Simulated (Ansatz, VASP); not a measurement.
Cu in VASP and in Ansatz

```
Cu
1.0
     1.23864   -3.58749    0.00000
     1.23864    3.58749    0.00000
     0.00000    0.00000    2.51421
Cu
2
Cartesian
  1.2386 2.6258 0.6286
  1.2386 -2.6258 1.8857
```

Change from the starting cell: normal strain along x +0.0000, normal strain along y -0.1100.

Alike in both runs: task single point; functional PBE; k mesh 18 × 18 × 18; occupations gaussian, width 0.15 eV; no spin polarisation.

|  | VASP | Ansatz |
| --- | --- | --- |
| version | VASP 6.6.1 | Ansatz 0.2.0 |
| potentials or method | VASP PAW PBE potentials, release 64 (Cu), cutoff 520 eV | scalar-relativistic, plane waves, PAW |
| valence electrons in the cell | 22 | 38 |

VASP gave:

| Property | Result |
| --- | --- |
| gap on the k mesh at the Fermi level (eV) | none |
| pressure (GPa) | 23.4 |
| traceless stress, the component that is largest in VASP (GPa) | 13.34 |
| rms of the force components (eV/Å) | 0.211 |

**Question.** What did Ansatz give for the same quantities?

**Answer.** gap on the k mesh at the Fermi level (eV): none; pressure (GPa): 22.7; traceless stress, the component that is largest in VASP (GPa): 13.35; rms of the force components (eV/Å): 0.215.

Atom by atom the forces differ by 0.004 eV/Å (rms over components). A gap of «none» marks a metal or a gap that the smearing closes. The functional is the same, so the differences come from potentials, cutoffs and numerics. VASP's potentials hold 22 valence electrons a cell and Ansatz's 38, so a difference there can come from the potentials and not from the codes.
